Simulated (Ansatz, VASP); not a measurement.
## BN in VASP and in Ansatz

```
B N
1.0
     2.30596    0.00000    0.00000
    -1.15298    2.15498    0.00000
     0.00000    0.00000    7.20975
B N
2 2
Direct
  0.33333 0.66667 0.25000
  0.66667 0.33333 0.75000
  0.33333 0.66667 0.75000
  0.66667 0.33333 0.25000
```

Change from the starting cell: normal strain along x -0.0733, normal strain along z +0.1100.

Alike in both runs: task relaxation of the atoms; functional LDA; k mesh 12 × 12 × 4; occupations gaussian, width 0.05 eV; no spin polarisation.

|  | VASP | Ansatz |
| --- | --- | --- |
| version | VASP 6.6.1 | Ansatz 0.2.0 |
| potentials or method | VASP PAW LDA potentials, release 64 (B, N), cutoff 520 eV | scalar-relativistic, plane waves, PAW |
| valence electrons in the cell | 16 | 16 |

|  | VASP | Ansatz | Ansatz less VASP |
| --- | --- | --- | --- |
| gap on the k mesh at the Fermi level, each at its own relaxed structure (eV) | 3.85 | 4.01 | +0.155 |

Ansatz warns that its potentials were made for another functional, while VASP's fit it. LDA's correlation is that of Perdew and Zunger in VASP and of Perdew and Wang (1992) in Ansatz. Ansatz's warnings: stress scf threshold loose.
